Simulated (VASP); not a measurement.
# Zr3TiN4 (P4/mmm) in VASP: further runs, part 2 of 2

VASP 6.6.1.

### Step 3. Relaxation of cell and atoms, PBE, collinear spin, ferromagnetic start

This run uses another cell than the first one, of 13.27 Å³/atom, 1.144 times its volume.

INCAR reads:

```
  PREC = Accurate
  ENCUT = 600
  EDIFF = 1E-6
  ISMEAR = 0
  SIGMA = 0.1
  LREAL = False
  LASPH = True
  NELM = 150
  ALGO = Normal
  ISIF = 3
  LWAVE = False
  LCHARG = False
  ISPIN = 2
  MAGMOM = 0 0 0 1 0 0 0 0
  LORBIT = 11
  LMAXMIX = 4
  GGA = PE
  IBRION = 2
  NSW = 90
  EDIFFG = -0.04
  LUSENCCL = False
```

KPOINTS reads:

```
regular mesh
0
Gamma
  6 6 2
```

POSCAR reads:

```
Zr3TiN4
1.0
    3.3479810100      0.0000000000      0.0000000000
    0.0000000000      3.3479810100      0.0000000000
    0.0000000000      0.0000000000      9.4695203100
Zr Ti N
3 1 4
Direct
    0.5000000000      0.5000000000      0.2500000000
    0.0000000000      0.0000000000      0.5000000000
    0.5000000000      0.5000000000      0.7500000000
    0.0000000000      0.0000000000      0.0000000000
    0.0000000000      0.0000000000      0.7500000000
    0.5000000000      0.5000000000      0.0000000000
    0.0000000000      0.0000000000      0.2500000000
    0.5000000000      0.5000000000      0.5000000000
```

Potentials or basis: VASP PAW PBE potentials, release 64 (Zr_sv, Ti_sv, N).

The run is started by

```sh
$ cat potpaw_PBE.64/Zr_sv/POTCAR potpaw_PBE.64/Ti_sv/POTCAR potpaw_PBE.64/N/POTCAR > POTCAR
$ mpirun -np 1 vasp_std > vasp.out
```

OUTCAR:

```text
PREC = Accurate
   ENCUT = 600
   EDIFF = 1E-6
   ISMEAR = 0
   LREAL = False
   LASPH = True
   NELM = 150
   ISIF = 3
   ISPIN = 2
   LORBIT = 11
   GGA = PE
   IBRION = 2
   NSW = 90
   EDIFFG = -0.04

 ion  position               nearest neighbor table
   1  0.500  0.500  0.250-   7 2.37   7 2.37   7 2.37   7 2.37   8 2.37   6 2.37   4 3.35   4 3.35
                             2 3.35   4 3.35   2 3.35   2 3.35   4 3.35   2 3.35
   2  0.000  0.000  0.500-   8 2.37   8 2.37   8 2.37   8 2.37   5 2.37   7 2.37   3 3.35   3 3.35
                             1 3.35   3 3.35   1 3.35   1 3.35   3 3.35   1 3.35
   3  0.500  0.500  0.750-   5 2.37   5 2.37   5 2.37   5 2.37   8 2.37   6 2.37   4 3.35   4 3.35
                             2 3.35   4 3.35   2 3.35   2 3.35   4 3.35   2 3.35
   4  0.000  0.000  0.000-   1 3.35   3 3.35   1 3.35   3 3.35   1 3.35   3 3.35   1 3.35   3 3.35

   5  0.000  0.000  0.750-   3 2.37   3 2.37   3 2.37   3 2.37   2 2.37
   6  0.500  0.500  0.000-   1 2.37   3 2.37
   7  0.000  0.000  0.250-   1 2.37   1 2.37   1 2.37   1 2.37   2 2.37
   8  0.500  0.500  0.500-   2 2.37   2 2.37   2 2.37   2 2.37   3 2.37   1 2.37

  LATTYP: Found a simple tetragonal cell.
 ALAT       =     3.3479810100
 C/A-ratio  =     2.8284271272

  Lattice vectors:

 A1 = (   3.3479810100,   0.0000000000,   0.0000000000)
 A2 = (   0.0000000000,   3.3479810100,   0.0000000000)
 A3 = (   0.0000000000,   0.0000000000,   9.4695203100)

Analysis of symmetry for initial positions (statically):
=====================================================================
 Subroutine PRICEL returns:
 Original cell was already a primitive cell.

 Routine SETGRP: Setting up the symmetry group for a
 simple tetragonal supercell.

 Subroutine GETGRP returns: Found 16 space group operations
 (whereof 16 operations were pure point group operations)
 out of a pool of 16 trial point group operations.

The static configuration has the point symmetry D_4h.

Analysis of symmetry for dynamics (positions and initial velocities):
=====================================================================
 Subroutine PRICEL returns:
 Original cell was already a primitive cell.

 Routine SETGRP: Setting up the symmetry group for a
 simple tetragonal supercell.

 Subroutine GETGRP returns: Found 16 space group operations
 (whereof 16 operations were pure point group operations)
 out of a pool of 16 trial point group operations.

[... 170 lines left out ...]

  energy without entropy =      -79.15031333  energy(sigma->0) =      -79.16011705

 E-fermi :   9.9035     XC(G=0): -11.8279

 val. band max:        9.8910519272   @ k =   0.3333   0.3333   0.5000
 cond. band min:       9.9400728065   @ k =   0.3333   0.3333   0.5000
 fundamental gap:      0.0490208793
 Fermi energy:         9.9034629544

 spin component 1

 k-point     1 :       0.0000    0.0000    0.0000
  band No.  band energies     occupation
      1     -48.2368      1.00000
      2     -39.9425      1.00000
      3     -39.8944      1.00000
      4     -39.8571      1.00000
      5     -24.4393      1.00000
      6     -24.4256      1.00000
[... 1875 lines left out ...]
  FREE ENERGIE OF THE ION-ELECTRON SYSTEM (eV)
  ---------------------------------------------------
  free  energy   TOTEN  =       -80.3765433782 eV

  energy  without entropy=      -80.3598982743  energy(sigma->0) =      -80.36822083

[... ionic steps 4 to 7 ...]

--------------------------------------- Ionic step        8  -------------------------------------------

 number of electron      68.0000005 magnetization      -0.0000003

------------------------ aborting loop because EDIFF is reached ----------------------------------------
[... 81 lines left out ...]
--------------------------------------- Ionic step       10  -------------------------------------------

 number of electron      68.0000002 magnetization      -0.0000000

 Free energy of the ion-electron system (eV)
  ---------------------------------------------------
  ext. energy  EPLUGINS =         0.00000000
  ---------------------------------------------------
  free energy    TOTEN  =       -80.46991944 eV

  energy without entropy =      -80.45450224  energy(sigma->0) =      -80.46221084

 E-fermi :  11.5805     XC(G=0): -12.5233

 val. band max:       11.5746123151   @ k =   0.1667   0.0000   0.5000
 cond. band min:      11.5863531619   @ k =   0.1667   0.0000   0.5000
 fundamental gap:      0.0117408468
 Fermi energy:        11.5804936724

 spin component 1

 k-point     1 :       0.0000    0.0000    0.0000
  band No.  band energies     occupation
      1     -46.3331      1.00000
      2     -37.8979      1.00000
      3     -37.7655      1.00000
      4     -37.7354      1.00000
      5     -22.5567      1.00000
      6     -22.5567      1.00000
[... 1787 lines left out ...]
  FREE ENERGIE OF THE ION-ELECTRON SYSTEM (eV)
  ---------------------------------------------------
  free  energy   TOTEN  =       -80.4699194371 eV

  energy  without entropy=      -80.4545022358  energy(sigma->0) =      -80.46221084

 reached required accuracy - stopping structural energy minimisation

 total charge

# of ion       s       p       d       tot
------------------------------------------
    1        2.169   6.043   1.681   9.893
    2        2.163   6.036   1.675   9.874
    3        2.169   6.043   1.681   9.893
    4        2.151   6.154   1.899  10.203
    5        1.239   2.466   0.000   3.706
    6        1.238   2.440   0.000   3.677
    7        1.239   2.466   0.000   3.706
    8        1.240   2.466   0.000   3.706
--------------------------------------------------
tot         13.609  34.114   6.936  54.660

 magnetization (x)

# of ion       s       p       d       tot
------------------------------------------
    1       -0.000   0.000  -0.000  -0.000
    2        0.000   0.000   0.000   0.000
    3       -0.000   0.000  -0.000  -0.000
    4       -0.000  -0.000   0.000   0.000
    5        0.000  -0.000   0.000  -0.000
    6       -0.000   0.000   0.000  -0.000
    7        0.000  -0.000   0.000  -0.000
    8       -0.000   0.000   0.000  -0.000
--------------------------------------------------
tot         -0.000  -0.000   0.000   0.000
```

It took 14 min on 1 × NVIDIA H100 80GB with 1 thread of AMD EPYC 7R13 (Zen 3), shared host; peak memory 1.4 GiB.

What came out:

```yaml
Free_energy: -80.4699 eV
Relaxed_volume: 11.60 Å³/atom
Relaxed_cell: a = 3.202 Å, b = 3.202 Å, c = 9.051 Å, α = 90.00°, β = 90.00°, γ = 90.00°
Space_group_after_relaxing_to_0.05_Å: P4/mmm (No. 123)
Energy_gained_by_relaxing: 162.5 meV/atom
Ionic_steps: 10
Pressure_after_relaxing: 0.0 GPa
Largest_force_after_relaxing: 0.031 eV/Å
Band_gap_on_the_k_mesh: zero (filled and empty bands overlap)
Net_moment: 0.00 μB per cell
Valence_electrons_inside_the_program's_atomic_spheres: Zr 9.89, 9.87; Ti 10.20; N 3.71, 3.68
```

Forces on the atoms (eV/Å):
```
Zr   0.000  0.000 -0.004
Zr   0.000  0.000  0.000
Zr   0.000  0.000  0.004
Ti   0.000  0.000  0.000
N    0.000  0.000  0.031
N    0.000  0.000  0.000
N    0.000  0.000 -0.031
N    0.000  0.000  0.000
```

The path:
| step | energy change (eV) | largest force (eV/Å) | pressure (GPa) | volume (Å³) |
| --- | --- | --- | --- | --- |
| 1 | 0.0000 | 0.7899 | -25.19 | 106.14 |
| 2 | 1.5864 | 1.1243 | 68.59 | 77.21 |
| 3 | -1.2066 | 0.8549 | -1.18 | 93.26 |
| 4 | -1.2096 | 0.8529 | 0.08 | 92.78 |
| 5 | -1.2096 | 0.8519 | 0.78 | 92.53 |
| 6 | -1.2791 | 0.3458 | 0.96 | 92.40 |
| 7 | -1.2957 | 0.1598 | 1.36 | 92.30 |
| 8 | -1.2937 | 0.0251 | -2.27 | 93.63 |
| 9 | -1.2992 | 0.0967 | -0.28 | 92.89 |
| 10 | -1.3000 | 0.0312 | -0.01 | 92.78 |

Final structure:
```
Zr Ti N
1.0
     3.20158    0.00000    0.00000
     0.00000    3.20158    0.00000
     0.00000    0.00000    9.05119
Zr Ti N
3 1 4
Direct
  0.50000 0.50000 0.24138
  0.00000 0.00000 0.50000
  0.50000 0.50000 0.75862
  0.00000 0.00000 0.00000
  0.00000 0.00000 0.75662
  0.50000 0.50000 0.00000
  0.00000 0.00000 0.24338
  0.50000 0.50000 0.50000
```
